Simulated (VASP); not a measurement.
# Ba (Fmmm) in VASP: a series of runs, part 2 of 2

VASP 6.6.1.

### Step 5. Single point, PBE (strain +0.0175 x Voigt [0, 0, 0, 0, 0, 1])

The input, INCAR:

```
SYSTEM = Ba
  PREC = Accurate
  ENCUT = 520
  EDIFF = 1E-7
  ISMEAR = 0
  SIGMA = 0.15
  LREAL = .False.
  LASPH = .True.
  NELM = 60
  ALGO = Fast
  ISIF = 2
  LWAVE = .False.
  LCHARG = .True.
  GGA = PE
  LELF = .True.
  LVHAR = .True.
  NBANDS = 11
```

The input, KPOINTS:

```
Automatic mesh
0
Gamma
  14 14 14
  0 0 0
```

The input, POSCAR:

```
Ba
1.0
   -2.4781250000      2.4781250000      2.5000000000
    2.4781250000     -2.4781250000      2.5000000000
    2.5218750000      2.5218750000     -2.5000000000
Ba
1
Direct
    0.0000000000      0.0000000000      0.0000000000
```

Potentials or basis: VASP PAW PBE potentials, release 64 (Ba_sv).

The run is started by

```bash
$ cat potpaw_PBE.64/Ba_sv/POTCAR > POTCAR
$ mpirun -np 1 vasp_std > vasp.out
```

OUTCAR:

```text
SYSTEM = Ba
   PREC = Accurate
   ENCUT = 520
   EDIFF = 1E-7
   ISMEAR = 0
   LREAL = .False.
   LASPH = .True.
   NELM = 60
   ISIF = 2
   GGA = PE

 ion  position               nearest neighbor table
   1  0.000  0.000  0.000-

  LATTYP: Found a face centered orthorhombic cell.
 ALAT       =     5.0000000000
 B/A-ratio  =     1.4018391937
 C/A-ratio  =     1.4265879310

  Lattice vectors:

 A1 = (   5.0000000000,   0.0437500000,   0.0000000000)
 A2 = (   2.5218750000,   2.5218750000,   2.5000000000)
 A3 = (   2.4781250000,  -2.4781250000,   2.5000000000)

Analysis of symmetry for initial positions (statically):
=====================================================================
 Subroutine PRICEL returns:
 Original cell was already a primitive cell.

 Routine SETGRP: Setting up the symmetry group for a
 face centered orthorhombic supercell.

 Subroutine GETGRP returns: Found  8 space group operations
 (whereof  8 operations were pure point group operations)
 out of a pool of  8 trial point group operations.

The static configuration has the point symmetry D_2h.

Analysis of symmetry for dynamics (positions and initial velocities):
=====================================================================
 Subroutine PRICEL returns:
 Original cell was already a primitive cell.

 Routine SETGRP: Setting up the symmetry group for a
 face centered orthorhombic supercell.

 Subroutine GETGRP returns: Found  8 space group operations
 (whereof  8 operations were pure point group operations)
 out of a pool of  8 trial point group operations.

The dynamic configuration has the point symmetry D_2h.

 Subroutine INISYM returns: Found  8 space group operations
 (whereof  8 operations are pure point group operations),
 and found     1 'primitive' translations

----------------------------------------------------------------------------------------

                                     Primitive cell

  volume of cell :      62.4952

  direct lattice vectors                    reciprocal lattice vectors
    -2.478125000  2.478125000  2.500000000    -0.001750134  0.200015314  0.200000000
     2.478125000 -2.478125000  2.500000000     0.200015314 -0.001750134  0.200000000
     2.521875000  2.521875000 -2.500000000     0.198265180  0.198265180  0.000000000

  length of vectors
     4.304904997  4.304904997  4.355422716     0.282858955  0.282858955  0.280389306

  position of ions in fractional coordinates (direct lattice)
     0.000000000  0.000000000  0.000000000

  ion indices of the primitive-cell ions
   primitive index   ion index
                 1           1

----------------------------------------------------------------------------------------

 KPOINTS: Automatic mesh

Automatic generation of k-mesh.
 Grid dimensions read from file:
 generate k-points for:   14   14   14

 Generating k-lattice:

  Cartesian coordinates                     Fractional coordinates (reciprocal lattice)
    -0.000125010  0.014286808  0.014285714     0.071428571  0.000000000  0.000000000
     0.014286808 -0.000125010  0.014285714     0.000000000  0.071428571  0.000000000
     0.014161799  0.014161799  0.000000000     0.000000000  0.000000000  0.071428571

  Length of vectors
     0.020204211  0.020204211  0.020027808

  Shift w.r.t. Gamma in fractional coordinates (k-lattice)
     0.000000000  0.000000000  0.000000000

 Subroutine IBZKPT returns following result:
 ===========================================

 Found    428 irreducible k-points:

 Following reciprocal coordinates:
            Coordinates               Weight
  0.000000  0.000000  0.000000      1.000000
  0.071429  0.000000  0.000000      8.000000
  0.142857  0.000000  0.000000      8.000000
  0.214286 -0.000000  0.000000      8.000000
  0.285714 -0.000000  0.000000      8.000000
  0.357143  0.000000  0.000000      8.000000
[... 16 lines left out ...]
  0.214286  0.142857  0.000000      8.000000
  0.285714  0.142857  0.000000      8.000000
 [... further k-points ...]
   k-points           NKPTS =    428   k-points in BZ     NKDIM =    428   number of bands    NBANDS=     11
   number of dos      NEDOS =    301   number of ions     NIONS =      1
   total plane-waves  NPLWV =  32768
   dimension x,y,z NGX =    32 NGY =   32 NGZ =   32
   dimension x,y,z NGXF=    64 NGYF=   64 NGZF=   64
   ions per type =               1
   NGX,Y,Z   is equivalent  to a cutoff of  12.36, 12.36, 12.21 a.u.
   NGXF,Y,Z  is equivalent  to a cutoff of  24.72, 24.72, 24.43 a.u.
 SYSTEM =  Ba
   PREC   = accura    normal or accurate (medium, high low for compatibility)
   ISTART =      0    job   : 0-new  1-cont  2-samecut
   ICHARG =      2    charge: 1-file 2-atom 10-const
   ISPIN  =      1    spin polarized calculation?
   LNONCOLLINEAR =      F non collinear calculations
   LSORBIT =      F    spin-orbit coupling
   LASPH  =      T    aspherical Exc in radial PAW
   ENCUT  =  520.0 eV  38.22 Ry    6.18 a.u.   8.00  8.00  8.10*2*pi/ulx,y,z
   NELM   =     60;   NELMIN=  2; NELMDL= -5     # of ELM steps
   EDIFF  = 0.1E-06   stopping-criterion for ELM
   LREAL  =      F    real-space projection
   EDIFFG = 0.1E-05   stopping-criterion for IOM
   NSW    =      0    number of steps for IOM
   IBRION =     -1    ionic relax: 0-MD 1-quasi-New 2-CG
   NFREE  =      0    steps in history (QN), initial steepest desc. (CG)
   ISIF   =      2    stress and relaxation
   ISYM   =      2    0-nonsym 1-usesym 2-fastsym
   POTIM  = 0.5000    time-step for ionic-motion
   TEBEG  =    0.0;   TEEND  =   0.0 temperature during run
   PSTRESS=    0.0 pullay stress
   NELECT =      10.0000    total number of electrons
   NUPDOWN=      -1.0000    fix difference up-down
   EMIN   =  10.00;   EMAX   =-10.00  energy-range for DOS
   EFERMI =   0.00;   METHOD = LEGACY
   ISMEAR =     0;   SIGMA  =   0.15  broadening in eV -4-tet -1-fermi 0-gaus
   EFERMI_NEDOS =   21; number of points for ismear=-14 and -15
   IALGO  =     68    algorithm
   IMIX   =      4    mixing-type and parameters
     AMIX     =   0.40;   BMIX     =  1.00
     AMIX_MAG =   1.60;   BMIX_MAG =  1.00
  volume/ion in A,a.u.               =      62.50       421.74
  Fermi-wavevector in a.u.,A,eV,Ry     =   0.888777  1.679544 10.747565  0.789924
  Thomas-Fermi vector in A             =   2.010251
   LORBIT       =      0    0 simple, 1 ext, 2 COOP (PROOUT), +10 PAW based schemes
   GGA     = PE    functional components
   LHFCALC =     F    Hartree Fock is set to
   AEXX    =    0.0000 exact exchange contribution
   IVDW    =     0    specifies the selected vdW correction
   LEPSILON=     F    determine dielectric tensor
   LRPA    =     F    only Hartree local field effects (RPA)
 non-spin polarized calculation
 RMM-DIIS sequential band-by-band and
 Gauss-broadening in eV      SIGMA  =   0.15
  energy-cutoff  :      520.00
  volume of cell :       62.50
 maximum number of plane-waves:      1706
   NGX = 15   NGY = 15   NGZ = 17

 number of electron      10.0000000 magnetization

 number of electron       9.9999999 magnetization

 Free energy of the ion-electron system (eV)
  ---------------------------------------------------
  ext. energy  EPLUGINS =         0.00000000
  ---------------------------------------------------
  free energy    TOTEN  =        -1.91368353 eV

  energy without entropy =       -1.90000669  energy(sigma->0) =       -1.90684511

 E-fermi :   1.6690     XC(G=0):  -7.4344

 val. band max:        1.6673008165   @ k =  -0.2857  -0.4286   0.2857
 cond. band min:       1.6712286609   @ k =  -0.4286   0.4286   0.2857
 fundamental gap:      0.0039278445
 Fermi energy:         1.6689749929

 k-point     1 :       0.0000    0.0000    0.0000
  band No.  band energies     occupation
      1     -27.1979      2.00000
      2     -12.1487      2.00000
      3     -12.1425      2.00000
      4     -12.1368      2.00000
      5      -1.0812      2.00000
      6       3.4477      0.00000
      7       3.5076      0.00000
      8       3.5779      0.00000
      9       4.9255      0.00000
     10       4.9311      0.00000
     11       8.5655      0.00000
[... 309 lines left out ...]
 k-point    24 :       0.2857    0.1429    0.0000
  band No.  band energies     occupation
      1     -27.1588      2.00000
      2     -12.5162      2.00000
      3     -12.2886      2.00000
      4     -12.1788      2.00000
      5       0.8003      2.00000
      6       2.4054      0.00000
      7       2.5900      0.00000
      8       4.6359      0.00000
      9       5.4082      0.00000
     10       6.0511      0.00000
     11       8.1987      0.00000

 [... further k-points ...]

------------------------ aborting loop because EDIFF is reached ----------------------------------------

  FORCE on cell =-STRESS in cart. coord.  units (eV):
  Direction    XX          YY          ZZ          XY          YZ          ZX
  --------------------------------------------------------------------------------------
  -------------------------------------------------------------------------------------
  Total        0.0642059      0.0642059      0.0662069     -0.0721042      0.0000000      0.0000000
  in kB        1.6460330      1.6460330      1.6973326     -1.8485199      0.0000000      0.0000000
  external PRESSURE =       1.6631329 kB  Pullay stress =       0.0000000 kB

 VOLUME and BASIS-vectors are now :
 -----------------------------------------------------------------------------
  energy-cutoff  :      520.00
  volume of cell :       62.50
      direct lattice vectors                 reciprocal lattice vectors
    -2.478125000  2.478125000  2.500000000    -0.001750134  0.200015314  0.200000000
     2.478125000 -2.478125000  2.500000000     0.200015314 -0.001750134  0.200000000
     2.521875000  2.521875000 -2.500000000     0.198265180  0.198265180  0.000000000

 POSITION                                       TOTAL-FORCE (eV/Angst)
 -----------------------------------------------------------------------------------
      0.00000      0.00000      0.00000         0.000000     -0.000000      0.000000
 -----------------------------------------------------------------------------------
    total drift:                                0.000000      0.000000     -0.000000

  FREE ENERGIE OF THE ION-ELECTRON SYSTEM (eV)
  ---------------------------------------------------
  free  energy   TOTEN  =        -1.9136835306 eV

  energy  without entropy=       -1.9000066904  energy(sigma->0) =       -1.90684511
```

OSZICAR:

```text
N       E                     dE             d eps       ncg     rms          rms(c)
DAV:   1     0.553019523151E+02    0.55302E+02   -0.42187E+03  9416   0.747E+02
DAV:   2     0.825596511310E+00   -0.54476E+02   -0.53088E+02 11290   0.137E+02
DAV:   3    -0.183050290382E+01   -0.26561E+01   -0.26363E+01 11965   0.314E+01
DAV:   4    -0.191120732895E+01   -0.80704E-01   -0.80539E-01 12286   0.510E+00
DAV:   5    -0.191353591782E+01   -0.23286E-02   -0.23283E-02 12708   0.699E-01    0.164E+00
RMM:   6    -0.191302779299E+01    0.50812E-03   -0.28809E-03  9975   0.547E-01    0.983E-01
RMM:   7    -0.191337832854E+01   -0.35054E-03   -0.77166E-03 10560   0.987E-01    0.439E-02
RMM:   8    -0.191364658911E+01   -0.26826E-03   -0.11361E-03 12880   0.217E-01    0.194E-02
RMM:   9    -0.191367786708E+01   -0.31278E-04   -0.20458E-04 14053   0.591E-02    0.108E-02
RMM:  10    -0.191368278531E+01   -0.49182E-05   -0.33500E-05 13894   0.351E-02    0.486E-03
RMM:  11    -0.191368343763E+01   -0.65231E-06   -0.70131E-06 14976   0.114E-02    0.297E-03
RMM:  12    -0.191368352808E+01   -0.90456E-07   -0.16707E-06 14147   0.116E-02    0.239E-03
RMM:  13    -0.191368353061E+01   -0.25294E-08   -0.54642E-07 11907   0.434E-03
   1 F= -.19136835E+01 E0= -.19068451E+01  d E =-.136768E-01
```

stdout:

```text
POSCAR found type information on POSCAR Ba
 POSCAR found :  1 types and       1 ions
 scaLAPACK will be used
 LDA part: xc-table for (Slater+PW92), standard interpolation
 POSCAR, INCAR and KPOINTS ok, starting setup
 FFT: planning ... GRIDC
 FFT: planning ... GRID_SOFT
 FFT: planning ... GRID
 WAVECAR not read
 entering main loop
WARNING in EDDRMM: call to ZHEGV failed, returncode =   6  3      7
WARNING in EDDRMM: call to ZHEGV failed, returncode =   6  3      5
WARNING in EDDRMM: call to ZHEGV failed, returncode =   6  3      7
WARNING in EDDRMM: call to ZHEGV failed, returncode =   8  4      9
WARNING in EDDRMM: call to ZHEGV failed, returncode =   8  4      5
WARNING in EDDRMM: call to ZHEGV failed, returncode =   6  3      9
WARNING in EDDRMM: call to ZHEGV failed, returncode =   8  4      9
WARNING in EDDRMM: call to ZHEGV failed, returncode =   6  3      9
WARNING in EDDRMM: call to ZHEGV failed, returncode =   6  3      8
```

Run time: 4.5 min. Hardware: 1 thread of Oxide Virtual Turin-like, shared host; peak memory 0.37 GiB.

Results:

| Item | Value |
| --- | --- |
| Free energy | -1.9137 eV |
| Pressure | 0.2 GPa |
| Band gap on the k mesh | zero (bands 5 and 6 overlap by 0.98 eV) |

Stress tensor (GPa, compression positive):
```
 0.16 -0.18  0.00
-0.18  0.16  0.00
 0.00  0.00  0.17
```

Levels at points of the mesh, in eV from the Fermi level:
```tsv
k point	band 2	band 3	band 4	band 5	band 6	band 7	band 8	band 9
(0.00, 0.00, 0.00)	-13.82	-13.81	-13.81	-2.75	1.78	1.84	1.91	3.26
(0.50, 0.00, 0.00)	-14.28	-13.96	-13.81	-0.89	0.69	1.28	3.23	3.81
(0.50, 0.50, 0.00)	-14.29	-13.97	-13.82	-0.88	0.71	1.34	3.17	3.74
(0.00, 0.00, 0.50)	-14.27	-13.95	-13.81	-0.90	0.68	1.22	3.29	3.88
(0.50, 0.50, 0.50)	-14.15	-14.14	-14.12	-0.55	-0.55	4.36	4.40	4.45
```

Caveat: the cell differs from its parent crystal (strain +0.0175 x Voigt [0, 0, 0, 0, 0, 1]); spin-orbit coupling is left out, which moves the levels of the heavy elements.

### Step 6. Single point, PBE (strain +0.0125 x Voigt [0, 0, 0, 0, 0, 1])

The input, INCAR:

```
ALGO = Fast ; EDIFF = 1E-6
ENCUT = 520 ; GGA = PE
ISIF = 2 ; ISMEAR = 0
LASPH = True ; LCHARG = False
LREAL = False ; LWAVE = False
NBANDS = 11 ; NELM = 60
PREC = Accurate ; SIGMA = 0.15
```

The input, KPOINTS:

```
k-points
0
Gamma
  14 14 14
```

The input, POSCAR:

```
Ba
1.0
   -2.4843750000      2.4843750000      2.5000000000
    2.4843750000     -2.4843750000      2.5000000000
    2.5156250000      2.5156250000     -2.5000000000
Ba
1
Direct
    0.0000000000      0.0000000000      0.0000000000
```

Potentials or basis: VASP PAW PBE potentials, release 64 (Ba_sv).

The run is started by

```bash
$ cat potpaw_PBE.64/Ba_sv/POTCAR > POTCAR
$ mpirun -np 1 vasp_std > vasp.out
```

It took 4.8 min on 1 thread of Oxide Virtual Turin-like, shared host; peak memory 0.37 GiB.

The run converged. Its results:

```
Free energy            : -1.9140 eV
Pressure               : 0.2 GPa
Band gap on the k mesh : zero (bands 5 and 6 overlap by 0.98 eV)
```

Stress tensor (GPa, compression positive):
```
 0.16 -0.13  0.00
-0.13  0.16  0.00
 0.00  0.00  0.17
```

Levels at points of the mesh, in eV from the Fermi level:
| k point | band 2 | band 3 | band 4 | band 5 | band 6 | band 7 | band 8 | band 9 |
| --- | --- | --- | --- | --- | --- | --- | --- | --- |
| (0.00, 0.00, 0.00) | -13.82 | -13.81 | -13.81 | -2.75 | 1.80 | 1.84 | 1.89 | 3.26 |
| (0.50, 0.00, 0.00) | -14.28 | -13.96 | -13.81 | -0.89 | 0.69 | 1.28 | 3.23 | 3.81 |
| (0.50, 0.50, 0.00) | -14.29 | -13.97 | -13.82 | -0.88 | 0.70 | 1.32 | 3.19 | 3.76 |
| (0.00, 0.00, 0.50) | -14.28 | -13.96 | -13.81 | -0.90 | 0.68 | 1.24 | 3.27 | 3.86 |
| (0.50, 0.50, 0.50) | -14.15 | -14.14 | -14.13 | -0.55 | -0.55 | 4.37 | 4.40 | 4.43 |

Caveat: the cell differs from its parent crystal (strain +0.0125 x Voigt [0, 0, 0, 0, 0, 1]); spin-orbit coupling is left out, which moves the levels of the heavy elements.

### Step 7. Single point, PBE (strain +0.0050 x Voigt [0, 0, 0, 0, 0, 1])

The input, INCAR:

```
SYSTEM = Ba
PREC = Accurate
ENCUT = 520
EDIFF = 1E-6
ISMEAR = 0
SIGMA = 0.15
LREAL = .FALSE.
LASPH = .TRUE.
NELM = 100
ALGO = Fast
ISIF = 2
LWAVE = .FALSE.
LCHARG = .TRUE.
GGA = PE
LELF = .TRUE.
LVHAR = .TRUE.
NBANDS = 11
```

The input, KPOINTS:

```
regular mesh
0
G
  14 14 14
  0 0 0
```

The input, POSCAR:

```
Ba
1.0
   -2.4937500000      2.4937500000      2.5000000000
    2.4937500000     -2.4937500000      2.5000000000
    2.5062500000      2.5062500000     -2.5000000000
Ba
1
Direct
    0.0000000000      0.0000000000      0.0000000000
```

The run is started by

```bash
$ cat potpaw_PBE.64/Ba_sv/POTCAR > POTCAR
$ mpirun -np 1 vasp_std > vasp.out
```

It took 3.9 min on 1 thread of Oxide Virtual Turin-like, shared host; peak memory 0.37 GiB.

Results (log left out):

```
Free energy            : -1.9143 eV
Pressure               : 0.2 GPa
Band gap on the k mesh : zero (bands 5 and 6 overlap by 0.98 eV)
```

Stress tensor (GPa, compression positive):
```
 0.17 -0.05  0.00
-0.05  0.17  0.00
 0.00  0.00  0.17
```

Levels at points of the mesh, in eV from the Fermi level:
```csv
k point,band 3,band 4,band 5,band 6,band 7,band 8
"(0.00, 0.00, 0.00)",-13.81,-13.81,-2.75,1.83,1.84,1.86
"(0.50, 0.00, 0.00)",-13.96,-13.81,-0.89,0.69,1.28,3.23
"(0.50, 0.50, 0.00)",-13.97,-13.82,-0.89,0.70,1.29,3.21
"(0.00, 0.00, 0.50)",-13.96,-13.81,-0.90,0.69,1.26,3.24
"(0.50, 0.50, 0.50)",-14.14,-14.13,-0.55,-0.55,4.39,4.40
```

Caveat: the cell differs from its parent crystal (strain +0.0050 x Voigt [0, 0, 0, 0, 0, 1]); spin-orbit coupling is left out, which moves the levels of the heavy elements.

### Step 8. The runs side by side

```tsv
cell	further INCAR settings	gap on the mesh (eV)	pressure (GPa)
a = 4.359, b = 4.359, c = 4.301 Å, angles 109.5, 109.5, 110.0°, 1 atom	ALGO = Fast; EDIFF = 1e-07; NBANDS = 11	none	0.2
a = 4.309, b = 4.309, c = 4.352 Å, angles 109.5, 109.5, 109.1°, 1 atom	ALGO = Fast; EDIFF = 1e-06; NBANDS = 11	none	0.2
a = 4.345, b = 4.345, c = 4.316 Å, angles 109.5, 109.5, 109.7°, 1 atom	ALGO = Fast; EDIFF = 1e-06; NBANDS = 11	none	0.2
a = 4.305, b = 4.305, c = 4.355 Å, angles 109.5, 109.5, 109.0°, 1 atom	ALGO = Fast; EDIFF = 1e-07; NBANDS = 11	none	0.2
a = 4.312, b = 4.312, c = 4.348 Å, angles 109.5, 109.5, 109.1°, 1 atom	ALGO = Fast; EDIFF = 1e-06; NBANDS = 11	none	0.2
a = 4.323, b = 4.323, c = 4.337 Å, angles 109.5, 109.5, 109.3°, 1 atom	ALGO = Fast; EDIFF = 1e-06; NBANDS = 11	none	0.2
```

Alike in all rows: task single point; level PBE; potentials or basis VASP PAW PBE potentials, release 64 (Ba_sv); no spin polarisation; k mesh 14 × 14 × 14; cutoff (eV) 520; smearing gaussian 0.15 eV.

Caveats: spin-orbit coupling is left out, which moves the levels of the heavy elements.

Absolute energies hang on the potentials; compare differences alone.
